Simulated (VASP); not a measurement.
Runs of VASP 6.6.1 on SiC (Moissanite 3C). The structure is that of space group F-43m (No. 216), or close to it. The cells are those of the table. 

| task | cell | cutoff (eV) | gap on the mesh (eV) | pressure (GPa) |
| --- | --- | --- | --- | --- |
| relaxation of cell and atoms | relaxed to 5 GPa from a = 3.082 Å, angles 60.0°, 2 atoms | 600 | 1.35 | 5.0 |
| relaxation of cell and atoms | relaxed from a = 3.082 Å, angles 60.0°, 2 atoms | 600 | 1.37 | 0.0 |
| single point | a = 3.053 Å, angles 60.0°, 2 atoms | 520 | 1.33 | 9.9 |
| relaxation of cell and atoms | relaxed to 10 GPa from a = 3.082 Å, angles 60.0°, 2 atoms | 600 | 1.33 | 10.0 |
| relaxation of cell and atoms | relaxed to 20 GPa from a = 3.082 Å, angles 60.0°, 2 atoms | 600 | 1.29 | 20.0 |
| single point | a = 3.015 Å, angles 60.0°, 2 atoms | 520 | 1.29 | (a) |
| single point | a = 3.074 Å, angles 60.0°, 2 atoms | 520 | 1.35 | 5.0 |
| single point | a = 3.097 Å, angles 60.0°, 2 atoms | 520 | 1.37 | 0.0 |

Alike in all rows: level PBE; potentials or basis VASP PAW PBE potentials, release 64 (Si, C); no spin polarisation; k mesh 8 × 8 × 8; smearing gaussian 0.01 eV.

Problem. Fill in the values left out.

Solution. (a) 19.9.

Caveats: the cell is relaxed towards a set pressure, so the enthalpy falls and the energy may rise (some runs).

A k mesh can miss the band edges.
